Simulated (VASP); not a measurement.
# KF in VASP: a series of runs

The runs below take KF through electric field gradients, with PBE.

All numbers are computed with VASP 6.6.1; they aren't measurements. Logs are shortened: lines on timing, memory, paths and dates and some standing lists are left out, and cuts for length are marked.

## Step 1: The cell of the first run

It takes space group Fm-3m (No. 225, cubic). Conventional cell: a = 5.347 Å, b = 5.347 Å, c = 5.347 Å, α = 90.00°, β = 90.00°, γ = 90.00°. Within 3.5 Å of K (site symmetry m-3m) lie 6 F at 2.67 Å. Within 3.5 Å of F (site symmetry m-3m) lie 6 K at 2.67 Å.

## Step 2: Electric field gradients, PBE

INCAR

```
SYSTEM = KF
ALGO     = Normal         ! electronic algorithm
EDIFF    = 1E-8           ! SCF threshold, eV
ENCUT    = 520            ! plane-wave cutoff, eV
GGA      = PE             ! functional
ISIF     = 2              ! what is computed and relaxed
ISMEAR   = -1             ! smearing method
LASPH    = .TRUE.         ! aspherical terms in the spheres
LCHARG   = .FALSE.        ! write CHGCAR
LEFG     = .TRUE.       
LREAL    = .FALSE.        ! projectors in reciprocal space
LWAVE    = .FALSE.        ! write WAVECAR
NBANDS   = 15             ! bands
NELM     = 60             ! most SCF steps
PREC     = Accurate       ! precision mode
SIGMA    = 0.01           ! smearing width, eV
```

KPOINTS

```
k-points
0
G
  9 9 9
  0 0 0
```

POSCAR

```
KF
1.0
    0.0000000000      2.6735000000      2.6735000000
    2.6735000000      0.0000000000      2.6735000000
    2.6735000000      2.6735000000      0.0000000000
K F
1 1
Direct
    0.0000000000      0.0000000000      0.0000000000
    0.5000000000      0.5000000000      0.5000000000
```

Potentials or basis: VASP PAW PBE potentials, release 64 (K_sv, F).

Started as:

```bash
> cat potpaw_PBE.64/K_sv/POTCAR potpaw_PBE.64/F/POTCAR > POTCAR
> mpirun -np 1 vasp_std > vasp.out
```

OUTCAR:

```text
SYSTEM = KF
   EDIFF = 1E-8
   ENCUT = 520
   GGA = PE
   ISIF = 2
   ISMEAR = -1
   LASPH = .TRUE.
   LREAL = .FALSE.
   NELM = 60
   PREC = Accurate

 ion  position               nearest neighbor table
   1  0.000  0.000  0.000-   2 2.67   2 2.67   2 2.67   2 2.67   2 2.67   2 2.67
   2  0.500  0.500  0.500-   1 2.67   1 2.67   1 2.67   1 2.67   1 2.67   1 2.67

  LATTYP: Found a face centered cubic cell.
 ALAT       =     5.3470000000

  Lattice vectors:

 A1 = (   0.0000000000,   2.6735000000,   2.6735000000)
 A2 = (   2.6735000000,   0.0000000000,   2.6735000000)
 A3 = (   2.6735000000,   2.6735000000,   0.0000000000)

Analysis of symmetry for initial positions (statically):
=====================================================================
 Subroutine PRICEL returns:
 Original cell was already a primitive cell.

 Routine SETGRP: Setting up the symmetry group for a
 face centered cubic supercell.

 Subroutine GETGRP returns: Found 48 space group operations
 (whereof 48 operations were pure point group operations)
 out of a pool of 48 trial point group operations.

The static configuration has the point symmetry O_h .

Analysis of symmetry for dynamics (positions and initial velocities):
=====================================================================
 Subroutine PRICEL returns:
 Original cell was already a primitive cell.

 Routine SETGRP: Setting up the symmetry group for a
 face centered cubic supercell.

 Subroutine GETGRP returns: Found 48 space group operations
 (whereof 48 operations were pure point group operations)
 out of a pool of 48 trial point group operations.

The dynamic configuration has the point symmetry O_h .

 Subroutine INISYM returns: Found 48 space group operations
 (whereof 48 operations are pure point group operations),
 and found     1 'primitive' translations

----------------------------------------------------------------------------------------

                                     Primitive cell

  volume of cell :      38.2182

  direct lattice vectors                    reciprocal lattice vectors
     0.000000000  2.673500000  2.673500000    -0.187020759  0.187020759  0.187020759
     2.673500000  0.000000000  2.673500000     0.187020759 -0.187020759  0.187020759
     2.673500000  2.673500000  0.000000000     0.187020759  0.187020759 -0.187020759

  length of vectors
     3.780899959  3.780899959  3.780899959     0.323929457  0.323929457  0.323929457

  position of ions in fractional coordinates (direct lattice)
     0.000000000  0.000000000  0.000000000
     0.500000000  0.500000000  0.500000000

  ion indices of the primitive-cell ions
   primitive index   ion index
                 1           1
                 2           2

----------------------------------------------------------------------------------------

 KPOINTS: k-points

Automatic generation of k-mesh.
 Grid dimensions read from file:
 generate k-points for:    9    9    9

 Generating k-lattice:

  Cartesian coordinates                     Fractional coordinates (reciprocal lattice)
    -0.020780084  0.020780084  0.020780084     0.111111111  0.000000000  0.000000000
     0.020780084 -0.020780084  0.020780084     0.000000000  0.111111111  0.000000000
     0.020780084  0.020780084 -0.020780084     0.000000000  0.000000000  0.111111111

  Length of vectors
     0.035992162  0.035992162  0.035992162

  Shift w.r.t. Gamma in fractional coordinates (k-lattice)
     0.000000000  0.000000000  0.000000000

 Subroutine IBZKPT returns following result:
 ===========================================

 Found     35 irreducible k-points:

 Following reciprocal coordinates:
            Coordinates               Weight
  0.000000  0.000000  0.000000      1.000000
  0.111111  0.000000  0.000000      8.000000
  0.222222  0.000000  0.000000      8.000000
  0.333333  0.000000  0.000000      8.000000
  0.444444  0.000000  0.000000      8.000000
  0.111111  0.111111  0.000000      6.000000
[... 16 lines left out ...]
 -0.333333  0.333333  0.000000     12.000000
  0.444444  0.444444  0.000000      6.000000
 [... further k-points ...]
   k-points           NKPTS =     35   k-points in BZ     NKDIM =     35   number of bands    NBANDS=     15
   number of dos      NEDOS =    301   number of ions     NIONS =      2
   total plane-waves  NPLWV =  21952
   dimension x,y,z NGX =    28 NGY =   28 NGZ =   28
   dimension x,y,z NGXF=    56 NGYF=   56 NGZF=   56
   ions per type =               1   1
   NGX,Y,Z   is equivalent  to a cutoff of  12.31, 12.31, 12.31 a.u.
   NGXF,Y,Z  is equivalent  to a cutoff of  24.62, 24.62, 24.62 a.u.
 SYSTEM =  KF
   PREC   = accura    normal or accurate (medium, high low for compatibility)
   ISTART =      0    job   : 0-new  1-cont  2-samecut
   ICHARG =      2    charge: 1-file 2-atom 10-const
   ISPIN  =      1    spin polarized calculation?
   LNONCOLLINEAR =      F non collinear calculations
   LSORBIT =      F    spin-orbit coupling
   LASPH  =      T    aspherical Exc in radial PAW
   ENCUT  =  520.0 eV  38.22 Ry    6.18 a.u.   7.03  7.03  7.03*2*pi/ulx,y,z
   NELM   =     60;   NELMIN=  2; NELMDL= -5     # of ELM steps
   EDIFF  = 0.1E-07   stopping-criterion for ELM
   LREAL  =      F    real-space projection
   EDIFFG = 0.1E-06   stopping-criterion for IOM
   NSW    =      0    number of steps for IOM
   IBRION =     -1    ionic relax: 0-MD 1-quasi-New 2-CG
   NFREE  =      0    steps in history (QN), initial steepest desc. (CG)
   ISIF   =      2    stress and relaxation
   ISYM   =      2    0-nonsym 1-usesym 2-fastsym
   POTIM  = 0.5000    time-step for ionic-motion
   TEBEG  =    0.0;   TEEND  =   0.0 temperature during run
   PSTRESS=    0.0 pullay stress
   NELECT =      16.0000    total number of electrons
   NUPDOWN=      -1.0000    fix difference up-down
   EMIN   =  10.00;   EMAX   =-10.00  energy-range for DOS
   EFERMI =   0.00;   METHOD = LEGACY
   ISMEAR =    -1;   SIGMA  =   0.01  broadening in eV -4-tet -1-fermi 0-gaus
   EFERMI_NEDOS =   21; number of points for ismear=-14 and -15
   IALGO  =     38    algorithm
   IMIX   =      4    mixing-type and parameters
     AMIX     =   0.40;   BMIX     =  1.00
     AMIX_MAG =   1.60;   BMIX_MAG =  1.00
  volume/ion in A,a.u.               =      19.11       128.95
  Fermi-wavevector in a.u.,A,eV,Ry     =   1.224686  2.314320 20.406766  1.499855
  Thomas-Fermi vector in A             =   2.359751
   LORBIT       =      0    0 simple, 1 ext, 2 COOP (PROOUT), +10 PAW based schemes
   GGA     = PE    functional components
   LHFCALC =     F    Hartree Fock is set to
   AEXX    =    0.0000 exact exchange contribution
   IVDW    =     0    specifies the selected vdW correction
   LEPSILON=     F    determine dielectric tensor
   LRPA    =     F    only Hartree local field effects (RPA)
 non-spin polarized calculation
  energy-cutoff  :      520.00
  volume of cell :       38.22
 maximum number of plane-waves:      1039
   NGX = 13   NGY = 13   NGZ = 13

 number of electron      16.0000001 magnetization

 Free energy of the ion-electron system (eV)
  ---------------------------------------------------
  ext. energy  EPLUGINS =         0.00000000
  ---------------------------------------------------
  free energy    TOTEN  =        -8.29081340 eV

  energy without entropy =       -8.29081340  energy(sigma->0) =       -8.29081340

 E-fermi :  -2.5785     XC(G=0):  -8.3953

 val. band max:       -2.8095806841   @ k =   0.0000   0.0000   0.0000
 cond. band min:       3.3465842977   @ k =   0.0000   0.0000   0.0000
 fundamental gap:      6.1561649819
 Fermi energy:        -2.5784505290

 k-point     1 :       0.0000    0.0000    0.0000
  band No.  band energies     occupation
      1     -28.9520      2.00000
      2     -21.4642      2.00000
      3     -12.2039      2.00000
      4     -12.2039      2.00000
      5     -12.2039      2.00000
      6      -2.8096      2.00000
      7      -2.8096      2.00000
      8      -2.8096      2.00000
      9       3.3466      0.00000
     10       7.8647      0.00000
     11       7.8647      0.00000
     12       7.8647      0.00000
     13       9.5339      0.00000
     14       9.5339      0.00000
     15      14.1183      0.00000
[... 397 lines left out ...]
 k-point    24 :       0.4444    0.4444    0.0000
  band No.  band energies     occupation
      1     -28.8407      2.00000
      2     -21.4833      2.00000
      3     -12.7274      2.00000
      4     -12.4069      2.00000
      5     -12.4069      2.00000
      6      -3.0577      2.00000
      7      -2.8675      2.00000
      8      -2.8675      2.00000
      9       5.4398      0.00000
     10       7.2736      0.00000
     11       9.0752      0.00000
     12      10.7463      0.00000
     13      11.2258      0.00000
     14      11.2258      0.00000
     15      13.3063      0.00000

 [... further k-points ...]
[... 5 lines left out ...]
  --------------------------------------------------------------------------------------
  -------------------------------------------------------------------------------------
  Total        0.3232531      0.3232531      0.3232531      0.0000000      0.0000000      0.0000000
  in kB       13.5513556     13.5513556     13.5513556      0.0000000      0.0000000      0.0000000
  external PRESSURE =      13.5513556 kB  Pullay stress =       0.0000000 kB

 VOLUME and BASIS-vectors are now :
 -----------------------------------------------------------------------------
  energy-cutoff  :      520.00
  volume of cell :       38.22
      direct lattice vectors                 reciprocal lattice vectors
     0.000000000  2.673500000  2.673500000    -0.187020759  0.187020759  0.187020759
     2.673500000  0.000000000  2.673500000     0.187020759 -0.187020759  0.187020759
     2.673500000  2.673500000  0.000000000     0.187020759  0.187020759 -0.187020759

 POSITION                                       TOTAL-FORCE (eV/Angst)
 -----------------------------------------------------------------------------------
      0.00000      0.00000      0.00000        -0.000000      0.000000      0.000000
      2.67350      2.67350      2.67350         0.000000     -0.000000     -0.000000
 -----------------------------------------------------------------------------------
    total drift:                                0.000000      0.000000      0.000000

  FREE ENERGIE OF THE ION-ELECTRON SYSTEM (eV)
  ---------------------------------------------------
  free  energy   TOTEN  =        -8.2908133992 eV

  energy  without entropy=       -8.2908133992  energy(sigma->0) =       -8.29081340

 Electric field gradients (V/A^2)
---------------------------------------------------------------------
 ion       V_xx      V_yy      V_zz      V_xy      V_xz      V_yz
---------------------------------------------------------------------
   1      -0.000    -0.000    -0.000     0.000     0.000     0.000
   2      -0.000     0.000    -0.000     0.008     0.008     0.008
---------------------------------------------------------------------

 Electric field gradients after diagonalization (V/A^2)
 (convention: |V_zz| > |V_xx| > |V_yy|)
----------------------------------------------------------------------
 ion       V_xx      V_yy      V_zz     asymmetry (V_yy - V_xx)/ V_zz
----------------------------------------------------------------------
   1      -0.000    -0.000     0.000       0.000
   2      -0.008    -0.008     0.015       0.000
----------------------------------------------------------------------

           NMR quadrupolar parameters

 Cq : quadrupolar parameter    Cq=e*Q*V_zz/h
 eta: asymmetry parameters     (V_yy - V_xx)/ V_zz
 Q  : nuclear electric quadrupole moment in mb (millibarn)
----------------------------------------------------------------------
 ion       Cq(MHz)       eta       Q (mb)
----------------------------------------------------------------------
   1       0.000       0.000       1.000
   2       0.000       0.000       1.000
----------------------------------------------------------------------
```

It took 11 s on 1 thread of AMD EPYC 9R45 (Zen 5), shared host; peak memory 0.13 GiB.

What came out:

- Free energy: -8.2908 eV
- Pressure: 1.4 GPa
- Band gap on the k mesh: 6.16 eV
- Largest electric field gradient by atom: under 0.05 V/Å² on every atom

Levels at points of the mesh, in eV from the valence-band top:
| k point | band 6 | band 7 | band 8 | band 9 | band 10 | band 11 |
| --- | --- | --- | --- | --- | --- | --- |
| (0.00, 0.00, 0.00) | 0.00 | 0.00 | 0.00 | 6.16 | 10.67 | 10.67 |

Caveat: an odd mesh through Γ misses points on the zone boundary, where band edges can lie.

## Step 3: Electric field gradients, PBE

INCAR

```
PREC     = Accurate       # precision mode
ENCUT    = 520            # plane-wave cutoff, eV
EDIFF    = 1E-8           # SCF threshold, eV
ISMEAR   = -1             # smearing method
SIGMA    = 0.01           # smearing width, eV
LREAL    = False          # projectors in reciprocal space
LASPH    = True           # aspherical terms in the spheres
NELM     = 100            # most SCF steps
ALGO     = Normal         # electronic algorithm
ISIF     = 2              # what is computed and relaxed
LWAVE    = False          # write WAVECAR
LCHARG   = False          # write CHGCAR
GGA      = PE             # functional
LEFG     = True         
NBANDS   = 15             # bands
```

KPOINTS

```
Automatic mesh
0
Gamma
  9 9 9
```

POSCAR is that of step 2.

Potentials or basis: VASP PAW PBE potentials, release 64 (K_sv, F).

Started as:

```bash
> cat potpaw_PBE.64/K_sv/POTCAR potpaw_PBE.64/F/POTCAR > POTCAR
> mpirun -np 1 vasp_std > vasp.out
```

OUTCAR:

```text
PREC = Accurate
   ENCUT = 520
   EDIFF = 1E-8
   ISMEAR = -1
   LREAL = False
   LASPH = True
   NELM = 100
   ISIF = 2
   GGA = PE

 ion  position               nearest neighbor table
   1  0.000  0.000  0.000-   2 2.67   2 2.67   2 2.67   2 2.67   2 2.67   2 2.67
   2  0.500  0.500  0.500-   1 2.67   1 2.67   1 2.67   1 2.67   1 2.67   1 2.67

  LATTYP: Found a face centered cubic cell.
 ALAT       =     5.3470000000

  Lattice vectors:

 A1 = (   0.0000000000,   2.6735000000,   2.6735000000)
 A2 = (   2.6735000000,   0.0000000000,   2.6735000000)
 A3 = (   2.6735000000,   2.6735000000,   0.0000000000)

Analysis of symmetry for initial positions (statically):
[... 641 lines left out ...]
  free  energy   TOTEN  =        -8.2908133992 eV

  energy  without entropy=       -8.2908133992  energy(sigma->0) =       -8.29081340

 Electric field gradients (V/A^2)
---------------------------------------------------------------------
 ion       V_xx      V_yy      V_zz      V_xy      V_xz      V_yz
---------------------------------------------------------------------
   1      -0.000    -0.000    -0.000     0.000     0.000     0.000
   2      -0.000     0.000    -0.000     0.008     0.008     0.008
---------------------------------------------------------------------

 Electric field gradients after diagonalization (V/A^2)
 (convention: |V_zz| > |V_xx| > |V_yy|)
----------------------------------------------------------------------
 ion       V_xx      V_yy      V_zz     asymmetry (V_yy - V_xx)/ V_zz
----------------------------------------------------------------------
   1      -0.000    -0.000     0.000       0.000
   2      -0.008    -0.008     0.015       0.000
----------------------------------------------------------------------

           NMR quadrupolar parameters

 Cq : quadrupolar parameter    Cq=e*Q*V_zz/h
 eta: asymmetry parameters     (V_yy - V_xx)/ V_zz
 Q  : nuclear electric quadrupole moment in mb (millibarn)
----------------------------------------------------------------------
 ion       Cq(MHz)       eta       Q (mb)
----------------------------------------------------------------------
   1       0.000       0.000       1.000
   2       0.000       0.000       1.000
----------------------------------------------------------------------
```

OSZICAR:

```text
N       E                     dE             d eps       ncg     rms          rms(c)
DAV:   1     0.111421325796E+03    0.11142E+03   -0.82286E+03  1066   0.104E+03
DAV:   2    -0.497878291452E+01   -0.11640E+03   -0.10728E+03  1443   0.286E+02
DAV:   3    -0.943646007823E+01   -0.44577E+01   -0.44392E+01  1374   0.497E+01
DAV:   4    -0.955213061058E+01   -0.11567E+00   -0.11565E+00  1381   0.776E+00
DAV:   5    -0.955483884491E+01   -0.27082E-02   -0.27082E-02  1482   0.938E-01    0.632E+00
DAV:   6    -0.832196365386E+01    0.12329E+01   -0.35084E+00  1127   0.147E+01    0.401E+00
DAV:   7    -0.829250272240E+01    0.29461E-01   -0.66020E-02  1253   0.223E+00    0.225E+00
DAV:   8    -0.828855109621E+01    0.39516E-02   -0.51349E-02  1169   0.224E+00    0.195E-01
DAV:   9    -0.829011825748E+01   -0.15672E-02   -0.38430E-03  1358   0.514E-01    0.123E-01
DAV:  10    -0.829068654086E+01   -0.56828E-03   -0.47166E-04  1120   0.188E-01    0.617E-02
DAV:  11    -0.829081439279E+01   -0.12785E-03   -0.12777E-04  1148   0.947E-02    0.196E-02
DAV:  12    -0.829081331083E+01    0.10820E-05   -0.12666E-05  1254   0.354E-02    0.436E-03
DAV:  13    -0.829081340079E+01   -0.89961E-07   -0.21177E-06  1148   0.131E-02    0.231E-03
DAV:  14    -0.829081339920E+01    0.15953E-08   -0.65502E-08  1344   0.231E-03
   1 F= -.82908134E+01 E0= -.82908134E+01  d E =-.424657E-12
```

Wall time 11 s (1 thread of AMD EPYC 9R45 (Zen 5), shared host); peak memory 0.13 GiB.

Results:

```
Free energy                             : -8.2908 eV
Pressure                                : 1.4 GPa
Band gap on the k mesh                  : 6.16 eV
Largest electric field gradient by atom : under 0.05 V/Å² on every atom
```

Levels at points of the mesh, in eV from the valence-band top:
```
           k point  band 5  band 6  band 7  band 8  band 9  band 10  band 11  band 12
(0.00, 0.00, 0.00)   -9.39    0.00    0.00    0.00    6.16    10.67    10.67    10.67
```

Caveat: an odd mesh through Γ misses points on the zone boundary, where band edges can lie.

(Part 1 of 2 ends here.)
